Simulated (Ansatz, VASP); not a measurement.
One calculation of TiO2, two programs

INCAR

```
PREC = Accurate ; ENCUT = 520
EDIFF = 1E-6 ; ISMEAR = 0
SIGMA = 0.05 ; LREAL = F
LASPH = T ; NELM = 60
ALGO = Normal ; ISIF = 2
LWAVE = F ; LCHARG = T
GGA = PE ; LELF = T
LVHAR = T ; NBANDS = 33
```

KPOINTS

```
regular mesh
0
Gamma
  6 6 10
```

Contents of POSCAR:

```
TiO2
1.0
    4.6430645122      0.0000000000      0.0000000000
    0.0000000000      4.6430645122      0.0000000000
    0.0000000000      0.0000000000      2.9640243990
Ti O
2 4
Direct
    0.0024883004     -0.0024883004     -0.0063838758
    0.5000000000      0.5000000000      0.5000000000
    0.3051105247      0.3051105247      0.0000000000
    0.1948894753      0.8051105247      0.5000000000
    0.6948894753      0.6948894753      0.0000000000
    0.8051105247      0.1948894753      0.5000000000
```

Input for Ansatz:

```yaml
crystal:
  lattice:
    - [4.6430645122, 0.0, 0.0]
    - [0.0, 4.6430645122, 0.0]
    - [0.0, 0.0, 2.964024399]
  atoms:
    - { symbol: Ti, position: [0.0024883004, -0.0024883004, -0.0063838758] }
    - { symbol: Ti, position: [0.5, 0.5, 0.5] }
    - { symbol: O, position: [0.3051105247, 0.3051105247, 0.0] }
    - { symbol: O, position: [0.1948894753, 0.8051105247, 0.5] }
    - { symbol: O, position: [0.6948894753, 0.6948894753, 0.0] }
    - { symbol: O, position: [0.8051105247, 0.1948894753, 0.5] }
basis:
  ecutwfc: 420
kpoints:
  mp_grid: { grid: [6, 6, 10] }
hamiltonian:
  xc: pbe
scf:
  occupations: { method: gaussian, width: 0.05 }
output:
  forces: true
  stress: true
  eigenvalues: true
```

Alike in both runs: task single point; functional PBE; k mesh 6 × 6 × 10; occupations gaussian, width 0.05 eV; no spin polarisation.

|  | VASP | Ansatz |
| --- | --- | --- |
| version | VASP 6.6.1 | Ansatz 0.2.0 |
| potentials or method | VASP PAW PBE potentials, release 64 (Ti_sv, O), cutoff 520 eV | scalar-relativistic, plane waves, PAW |
| valence electrons in the cell | 48 | 48 |

VASP gave:

| Item | Value |
| --- | --- |
| gap on the k mesh at the Fermi level (eV) | 1.83 |
| least direct gap on the mesh (eV) | 1.83 |
| pressure (GPa) | 0.7 |
| traceless stress, the component that is largest in VASP (GPa) | 0.25 |
| rms of the force components (eV/Å) | 0.098 |

Q: Which values does Ansatz return?

A: gap on the k mesh at the Fermi level (eV): 1.86; least direct gap on the mesh (eV): 1.86; pressure (GPa): 0.1; traceless stress, the component that is largest in VASP (GPa): 0.02; rms of the force components (eV/Å): 0.096.

Atom by atom the forces differ by 0.014 eV/Å (rms over components).
